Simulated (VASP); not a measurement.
# BiTe (R-3m) in VASP: a series of runs

BiTe is run at these levels: r2SCAN; tasks: single point.

All numbers are computed with VASP 6.6.1; they aren't measurements. Logs are shortened: lines on timing, memory, paths and dates and some standing lists are left out, and cuts for length are marked.

**1. The cell of the first run**

Symmetry: R-3m, No. 166, trigonal system. The conventional cell has a = 4.845 Å, b = 4.845 Å, c = 9.952 Å, α = 90.00°, β = 90.00°, γ = 120.00°. Within 4.4 Å of Bi (site symmetry -3m) lie 6 Te at 3.25 Å and 6 Bi at 4.34 Å. Te (site symmetry -3m) has 6 Bi at 3.25 Å and 6 Te at 4.34 Å within 4.4 Å.

**2. Single point, r2SCAN**

File POSCAR:

```
BiTe
1.0
    2.4227077728      1.3987509848      3.3172919545
   -2.4227077728      1.3987509848      3.3172919545
    0.0000000000     -2.7975019696      3.3172919545
Bi Te
1 1
Direct
    0.5000000000      0.5000000000      0.5000000000
    0.0000000000      0.0000000000      0.0000000000
```

File INCAR.step1:

```
SYSTEM = BiTe
  PREC = Accurate
  ENCUT = 520
  ISMEAR = -1
  SIGMA = 0.1
  LREAL = .FALSE.
  LASPH = .TRUE.
  NELM = 100
  NBANDS = 18
  GGA = PE
  ALGO = Normal
  EDIFF = 1E-4
  LWAVE = .TRUE.
  LCHARG = .FALSE.
```

File INCAR.step2:

```
SYSTEM = BiTe
  PREC = Accurate
  ENCUT = 520
  EDIFF = 1E-6
  ISMEAR = -1
  SIGMA = 0.1
  LREAL = .FALSE.
  LASPH = .TRUE.
  NELM = 100
  ALGO = Normal
  ISIF = 2
  LWAVE = .FALSE.
  LCHARG = .TRUE.
  METAGGA = R2SCAN
  LMIXTAU = .TRUE.
  LELF = .TRUE.
  LVHAR = .TRUE.
  NBANDS = 18
  ISTART = 1
```

File KPOINTS:

```
regular mesh
0
G
  12 12 12
  0 0 0
```

Potentials or basis: VASP PAW PBE potentials, release 64 (Bi_d, Te).

On the command line:

```sh
$ cat potpaw_PBE.64/Bi_d/POTCAR potpaw_PBE.64/Te/POTCAR > POTCAR
$ cp INCAR.step1 INCAR
$ mpirun -np 1 vasp_std > vasp.out
$ cp INCAR.step2 INCAR
$ mpirun -np 1 vasp_std > vasp.out
```

OUTCAR:

```text
SYSTEM = BiTe
   PREC = Accurate
   ENCUT = 520
   EDIFF = 1E-6
   ISMEAR = -1
   LREAL = .FALSE.
   LASPH = .TRUE.
   NELM = 100
   ISIF = 2
   METAGGA = R2SCAN
   ISTART = 1

 ion  position               nearest neighbor table
   1  0.500  0.500  0.500-   2 3.25   2 3.25   2 3.25   2 3.25   2 3.25   2 3.25
   2  0.000  0.000  0.000-   1 3.25   1 3.25   1 3.25   1 3.25   1 3.25   1 3.25

  LATTYP: Found a trigonal (rhomboedric) cell.
 ALAT       =     4.3394058558
 COS(alpha) =     0.3765932224

  Lattice vectors:

 A1 = (   2.4227077728,   1.3987509848,   3.3172919545)
 A2 = (  -2.4227077728,   1.3987509848,   3.3172919545)
 A3 = (   0.0000000000,  -2.7975019696,   3.3172919545)

Analysis of symmetry for initial positions (statically):
=====================================================================
 Subroutine PRICEL returns:
 Original cell was already a primitive cell.

 Routine SETGRP: Setting up the symmetry group for a
 trigonal (rhombohedral) supercell.

 Subroutine GETGRP returns: Found 12 space group operations
 (whereof 12 operations were pure point group operations)
 out of a pool of 12 trial point group operations.

The static configuration has the point symmetry D_3d.

Analysis of symmetry for dynamics (positions and initial velocities):
=====================================================================
 Subroutine PRICEL returns:
 Original cell was already a primitive cell.

 Routine SETGRP: Setting up the symmetry group for a
 trigonal (rhombohedral) supercell.

 Subroutine GETGRP returns: Found 12 space group operations
 (whereof 12 operations were pure point group operations)
 out of a pool of 12 trial point group operations.

The dynamic configuration has the point symmetry D_3d.

 Subroutine INISYM returns: Found 12 space group operations
 (whereof 12 operations are pure point group operations),
 and found     1 'primitive' translations

----------------------------------------------------------------------------------------

                                     Primitive cell

  volume of cell :      67.4491

  direct lattice vectors                    reciprocal lattice vectors
     2.422707773  1.398750985  3.317291954     0.206380648  0.119153923  0.100483568
    -2.422707773  1.398750985  3.317291954    -0.206380648  0.119153923  0.100483568
     0.000000000 -2.797501970  3.317291954     0.000000000 -0.238307845  0.100483568

  length of vectors
     4.339405856  4.339405856  4.339405856     0.258626326  0.258626326  0.258626326

  position of ions in fractional coordinates (direct lattice)
     0.500000000  0.500000000  0.500000000
     0.000000000  0.000000000  0.000000000

  ion indices of the primitive-cell ions
   primitive index   ion index
                 1           1
                 2           2

----------------------------------------------------------------------------------------

 KPOINTS: regular mesh

Automatic generation of k-mesh.
 Grid dimensions read from file:
 generate k-points for:   12   12   12

 Generating k-lattice:

  Cartesian coordinates                     Fractional coordinates (reciprocal lattice)
     0.017198387  0.009929494  0.008373631     0.083333333 -0.000000000  0.000000000
    -0.017198387  0.009929494  0.008373631    -0.000000000  0.083333333  0.000000000
     0.000000000 -0.019858987  0.008373631     0.000000000  0.000000000  0.083333333

  Length of vectors
     0.021552194  0.021552194  0.021552194

  Shift w.r.t. Gamma in fractional coordinates (k-lattice)
     0.000000000  0.000000000  0.000000000

 Subroutine IBZKPT returns following result:
 ===========================================

 Found    189 irreducible k-points:

 Following reciprocal coordinates:
            Coordinates               Weight
  0.000000  0.000000  0.000000      1.000000
  0.083333 -0.000000  0.000000      6.000000
  0.166667 -0.000000  0.000000      6.000000
  0.250000 -0.000000  0.000000      6.000000
  0.333333 -0.000000  0.000000      6.000000
  0.416667 -0.000000  0.000000      6.000000
[... 16 lines left out ...]
  0.500000  0.166667 -0.000000     12.000000
 -0.416667  0.166667 -0.000000     12.000000
 [... further k-points ...]
   k-points           NKPTS =    189   k-points in BZ     NKDIM =    189   number of bands    NBANDS=     18
   number of dos      NEDOS =    301   number of ions     NIONS =      2
   total plane-waves  NPLWV =  32768
   dimension x,y,z NGX =    32 NGY =   32 NGZ =   32
   dimension x,y,z NGXF=    64 NGYF=   64 NGZF=   64
   ions per type =               1   1
   NGX,Y,Z   is equivalent  to a cutoff of  12.26, 12.26, 12.26 a.u.
   NGXF,Y,Z  is equivalent  to a cutoff of  24.52, 24.52, 24.52 a.u.
 SYSTEM =  BiTe
   PREC   = accura    normal or accurate (medium, high low for compatibility)
   ISTART =      1    job   : 0-new  1-cont  2-samecut
   ICHARG =      0    charge: 1-file 2-atom 10-const
   ISPIN  =      1    spin polarized calculation?
   LNONCOLLINEAR =      F non collinear calculations
   LSORBIT =      F    spin-orbit coupling
   LASPH  =      T    aspherical Exc in radial PAW
   ENCUT  =  520.0 eV  38.22 Ry    6.18 a.u.   8.07  8.07  8.07*2*pi/ulx,y,z
   NELM   =    100;   NELMIN=  2; NELMDL=  0     # of ELM steps
   EDIFF  = 0.1E-05   stopping-criterion for ELM
   LREAL  =      F    real-space projection
   EDIFFG = 0.1E-04   stopping-criterion for IOM
   NSW    =      0    number of steps for IOM
   IBRION =     -1    ionic relax: 0-MD 1-quasi-New 2-CG
   NFREE  =      0    steps in history (QN), initial steepest desc. (CG)
   ISIF   =      2    stress and relaxation
   ISYM   =      2    0-nonsym 1-usesym 2-fastsym
   POTIM  = 0.5000    time-step for ionic-motion
   TEBEG  =    0.0;   TEEND  =   0.0 temperature during run
   PSTRESS=    0.0 pullay stress
   NELECT =      21.0000    total number of electrons
   NUPDOWN=      -1.0000    fix difference up-down
   EMIN   =  10.00;   EMAX   =-10.00  energy-range for DOS
   EFERMI =   0.00;   METHOD = LEGACY
   ISMEAR =    -1;   SIGMA  =   0.10  broadening in eV -4-tet -1-fermi 0-gaus
   EFERMI_NEDOS =   21; number of points for ismear=-14 and -15
   IALGO  =     38    algorithm
   IMIX   =      4    mixing-type and parameters
     AMIX     =   0.40;   BMIX     =  1.00
     AMIX_MAG =   1.60;   BMIX_MAG =  1.00
  volume/ion in A,a.u.               =      33.72       227.58
  Fermi-wavevector in a.u.,A,eV,Ry     =   1.109573  2.096789 16.750837  1.231152
  Thomas-Fermi vector in A             =   2.246114
   LORBIT       =      0    0 simple, 1 ext, 2 COOP (PROOUT), +10 PAW based schemes
   METAGGA = R2SCAN    functional components
   LHFCALC =     F    Hartree Fock is set to
   AEXX    =    0.0000 exact exchange contribution
   IVDW    =     0    specifies the selected vdW correction
   LEPSILON=     F    determine dielectric tensor
   LRPA    =     F    only Hartree local field effects (RPA)
 non-spin polarized calculation
  energy-cutoff  :      520.00
  volume of cell :       67.45
 maximum number of plane-waves:      1832
   NGX = 17   NGY = 17   NGZ = 17

 number of electron      20.9999996 magnetization

 Free energy of the ion-electron system (eV)
  ---------------------------------------------------
  ext. energy  EPLUGINS =         0.00000000
  ---------------------------------------------------
  free energy    TOTEN  =       -84.05453569 eV

  energy without entropy =      -84.01354824  energy(sigma->0) =      -84.03404197

 E-fermi :   6.6184     XC(G=0): -10.0366

 val. band max:        6.6160859766   @ k =  -0.2500   0.0833  -0.0000
 cond. band min:       6.6204393260   @ k =  -0.4167   0.3333   0.3333
 fundamental gap:      0.0043533494
 Fermi energy:         6.6183946085

 k-point     1 :       0.0000    0.0000    0.0000
  band No.  band energies     occupation
      1     -17.3732      2.00000
      2     -17.3732      2.00000
      3     -17.3571      2.00000
      4     -17.3571      2.00000
      5     -17.3389      2.00000
      6      -7.4911      2.00000
[... 10 lines left out ...]
     17      13.6900      0.00000
     18      13.8215      0.00000

 k-point     2 :       0.0833   -0.0000    0.0000
  band No.  band energies     occupation
      1     -17.3732      2.00000
      2     -17.3731      2.00000
      3     -17.3575      2.00000
      4     -17.3565      2.00000
      5     -17.3387      2.00000
      6      -7.4285      2.00000
[... 10 lines left out ...]
     17      13.9390      0.00000
     18      14.1154      0.00000

 k-point     3 :       0.1667   -0.0000    0.0000
  band No.  band energies     occupation
      1     -17.3732      2.00000
      2     -17.3728      2.00000
      3     -17.3586      2.00000
      4     -17.3551      2.00000
      5     -17.3383      2.00000
      6      -7.2415      2.00000
[... 10 lines left out ...]
     17      14.7115      0.00000
     18      15.0209      0.00000

 k-point     4 :       0.2500   -0.0000    0.0000
  band No.  band energies     occupation
      1     -17.3734      2.00000
      2     -17.3725      2.00000
      3     -17.3599      2.00000
      4     -17.3532      2.00000
      5     -17.3374      2.00000
      6      -6.9332      2.00000
[... 375 lines left out ...]
      4     -17.3487      2.00000
      5     -17.3355      2.00000
      6      -6.1370      2.00000
[... 10 lines left out ...]
     17      16.4900      0.00000
     18      16.9273      0.00000

 k-point    23 :       0.5000    0.1667   -0.0000
  band No.  band energies     occupation
      1     -17.3758      2.00000
      2     -17.3727      2.00000
      3     -17.3603      2.00000
      4     -17.3487      2.00000
      5     -17.3349      2.00000
      6      -5.6223      2.00000
[... 10 lines left out ...]
     17      16.9823      0.00000
     18      17.7735      0.00000

 k-point    24 :      -0.4167    0.1667   -0.0000
  band No.  band energies     occupation
      1     -17.3747      2.00000
      2     -17.3732      2.00000
      3     -17.3602      2.00000
      4     -17.3494      2.00000
      5     -17.3352      2.00000
      6      -5.4694      2.00000
[... 10 lines left out ...]
     17      16.2325      0.00000
     18      16.8878      0.00000

 [... further k-points ...]

------------------------ aborting loop because EDIFF is reached ----------------------------------------

  FORCE on cell =-STRESS in cart. coord.  units (eV):
  Direction    XX          YY          ZZ          XY          YZ          ZX
  --------------------------------------------------------------------------------------
  -------------------------------------------------------------------------------------
  Total       -0.3735453     -0.3735453     -0.2154235      0.0000000      0.0000000      0.0000000
  in kB       -8.8731439     -8.8731439     -5.1171408      0.0000000      0.0000000      0.0000000
  external PRESSURE =      -7.6211429 kB  Pullay stress =       0.0000000 kB

 VOLUME and BASIS-vectors are now :
 -----------------------------------------------------------------------------
  energy-cutoff  :      520.00
  volume of cell :       67.45
      direct lattice vectors                 reciprocal lattice vectors
     2.422707773  1.398750985  3.317291954     0.206380648  0.119153923  0.100483568
    -2.422707773  1.398750985  3.317291954    -0.206380648  0.119153923  0.100483568
     0.000000000 -2.797501970  3.317291954     0.000000000 -0.238307845  0.100483568

 POSITION                                       TOTAL-FORCE (eV/Angst)
 -----------------------------------------------------------------------------------
      0.00000      0.00000      4.97594         0.000000      0.000000     -0.000000
      0.00000      0.00000      0.00000         0.000000     -0.000000      0.000000
 -----------------------------------------------------------------------------------
    total drift:                               -0.000000      0.000000     -0.000000

  FREE ENERGIE OF THE ION-ELECTRON SYSTEM (eV)
  ---------------------------------------------------
  free  energy   TOTEN  =       -84.0545356948 eV

  energy  without entropy=      -84.0135482360  energy(sigma->0) =      -84.03404197
```

Run time: 2.9 min. Hardware: 1 thread of Intel Xeon 6975P-C (Granite Rapids), shared host; peak memory 0.36 GiB.

What came out:

```yaml
Free_energy: -84.0545 eV
Pressure: -0.8 GPa
Band_gap_on_the_k_mesh: zero (an odd number of electrons rules out a gap without spin polarisation)
```

Caveat: the PAW data sets were made with another functional, which shifts forces and pressure a little; spin-orbit coupling is left out, which moves the levels of the heavy elements.

**3. Single point, r2SCAN**

POSCAR is that of step 2.

File INCAR.step1:

```
PREC = Accurate
ENCUT = 520
ISMEAR = -1
SIGMA = 0.1
LREAL = False
LASPH = True
NELM = 100
NBANDS = 18
GGA = PE
ALGO = Normal
EDIFF = 1E-4
LWAVE = True
LCHARG = False
```

File INCAR.step2:

```
PREC = Accurate
ENCUT = 520
EDIFF = 1E-6
ISMEAR = -1
SIGMA = 0.1
LREAL = False
LASPH = True
NELM = 100
ALGO = Normal
ISIF = 2
LWAVE = False
LCHARG = False
METAGGA = R2SCAN
LMIXTAU = True
NBANDS = 18
ISTART = 1
```

File KPOINTS:

```
Automatic mesh
0
Gamma
  12 12 12
```

Potentials or basis: VASP PAW PBE potentials, release 64 (Bi_d, Te).

On the command line:

```sh
$ cat potpaw_PBE.64/Bi_d/POTCAR potpaw_PBE.64/Te/POTCAR > POTCAR
$ cp INCAR.step1 INCAR
$ mpirun -np 1 vasp_std > vasp.out
$ cp INCAR.step2 INCAR
$ mpirun -np 1 vasp_std > vasp.out
```

Wall time 2.8 min (1 thread of Intel Xeon 6975P-C (Granite Rapids), shared host); peak memory 0.35 GiB.

The run converged. Its results:

* Free energy: -84.0545 eV
* Pressure: -0.8 GPa
* Band gap on the k mesh: zero (an odd number of electrons rules out a gap without spin polarisation)

Stress tensor (GPa, compression positive):
```
-0.89  0.00  0.00
 0.00 -0.89  0.00
 0.00  0.00 -0.51
```

Levels at points of the mesh, in eV from the Fermi level:
```
           k point  band 8  band 9  band 10  band 11  band 12  band 13
(0.00, 0.00, 0.00)   -3.18   -3.18    -1.83     1.89     2.64     2.64
(0.50, 0.00, 0.00)   -2.05   -1.95    -1.13    -0.91    -0.66     0.33
(0.50, 0.50, 0.00)   -5.90   -4.77    -3.57     2.71     3.19     3.79
(0.50, 0.50, 0.50)   -2.56   -2.56    -2.33    -1.52    -1.33    -1.33
```

Caveat: the PAW data sets were made with another functional, which shifts forces and pressure a little; spin-orbit coupling is left out, which moves the levels of the heavy elements.
